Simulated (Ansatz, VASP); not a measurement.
## Hf in VASP and in Ansatz

Contents of INCAR:

```
ALGO     = Normal         # electronic algorithm
EDIFF    = 1E-6           # SCF threshold, eV
ENCUT    = 500            # plane-wave cutoff, eV
GGA      = PE             # functional
GGA_COMPAT= False        
ISIF     = 2              # what is computed and relaxed
ISMEAR   = 0              # smearing method
LASPH    = True           # aspherical terms in the spheres
LCHARG   = True           # write CHGCAR
LELF     = True           # ELF
LREAL    = False          # projectors in reciprocal space
LVHAR    = True         
LWAVE    = False          # write WAVECAR
NBANDS   = 17             # bands
NELM     = 120            # most SCF steps
PREC     = Accurate       # precision mode
SIGMA    = 0.1            # smearing width, eV
```

File KPOINTS:

```
k-points
0
Gamma
  6 6 4
```

POSCAR

```
Hf
1.0
    3.1966985242      0.0000000000      0.0000000000
   -1.5983492621      2.7684221302      0.0000000000
    0.0000000000      0.0000000000      5.0578000000
Hf
2
Direct
    0.3333333333      0.6666666667      0.2500000000
    0.6666666667      0.3333333333      0.7500000000
```

Input for Ansatz:

```yaml
crystal:
  lattice:
    - [3.1966985242, 0.0, 0.0]
    - [-1.5983492621, 2.7684221302, 0.0]
    - [0.0, 0.0, 5.0578]
  atoms:
    - { symbol: Hf, position: [0.3333333333, 0.6666666667, 0.25] }
    - { symbol: Hf, position: [0.6666666667, 0.3333333333, 0.75] }
basis:
  ecutwfc: 420
kpoints:
  mp_grid: { grid: [6, 6, 4] }
hamiltonian:
  xc: pbe
scf:
  occupations: { method: gaussian, width: 0.1 }
output:
  forces: true
  stress: true
  eigenvalues: true
```

Alike in both runs: task single point; functional PBE; k mesh 6 × 6 × 4; occupations gaussian, width 0.1 eV; no spin polarisation.

```csv
,VASP,Ansatz
version,VASP 6.6.1,Ansatz 0.2.0
potentials or method,"VASP PAW PBE potentials, release 64 (Hf_pv), cutoff 500 eV","scalar-relativistic, plane waves, PAW"
valence electrons in the cell,20,52
```

VASP gave:

| Item | Value |
| --- | --- |
| gap on the k mesh at the Fermi level (eV) | none |
| pressure (GPa) | 0.5 |
| traceless stress, the component that is largest in VASP (GPa) | 0.52 |

Question: Estimate Ansatz's values.

Answer: gap on the k mesh at the Fermi level (eV): none; pressure (GPa): 1.0; traceless stress, the component that is largest in VASP (GPa): 0.60.

A gap of «none» marks a metal or a gap that the smearing closes. VASP's potentials hold 20 valence electrons a cell and Ansatz's 52, so a difference there can come from the potentials and not from the codes.

The k mesh is coarse, so the values compare programs but aren't converged. Spin-orbit coupling is off throughout.
